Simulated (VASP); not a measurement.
The system is Sb.

```
Sb
1.0
     0.00000    2.37124    2.37124
     2.37124    0.00000    2.37124
     2.37124    2.37124    0.00000
Sb
1
Cartesian
  0.0000 0.0000 0.0000
```

| Item | Value |
| --- | --- |
| Program | VASP 6.6.1 |
| Task | relaxation of cell and atoms |
| Functional | PBEsol |
| Potentials or basis | VASP PAW PBE potentials, release 64 (Sb) |
| Cutoff | 600 eV |
| k mesh | 10 × 10 × 10 |
| Occupations | fermi-dirac, width 0.05 eV |
| Spin | no spin polarisation |

At the start: pressure -1.2 GPa; volume 26.67 Å³/atom.

Question: Where does the relaxation end?

Answer: Over 3 steps the energy falls by 2.1 meV/atom and the volume is 26.13 Å³/atom (-2.0 %); space group Fm-3m (No. 225, to 0.05 Å).

The path:
| step | energy change (eV) | largest force (eV/Å) | pressure (GPa) | volume (Å³) |
| --- | --- | --- | --- | --- |
| 1 | 0.0000 | 0.0000 | -1.24 | 26.67 |
| 2 | -0.0016 | 0.0000 | 0.63 | 25.88 |
| 3 | -0.0021 | 0.0000 | 0.00 | 26.13 |

Final structure:
```
CELL_PARAMETERS angstrom
0.00000 2.35533 2.35533
2.35533 0.00000 2.35533
2.35533 2.35533 0.00000
ATOMIC_POSITIONS crystal
Sb 0.00000 0.00000 0.00000
```

Caveat: the PAW data sets were made with another functional, which shifts forces and pressure a little.
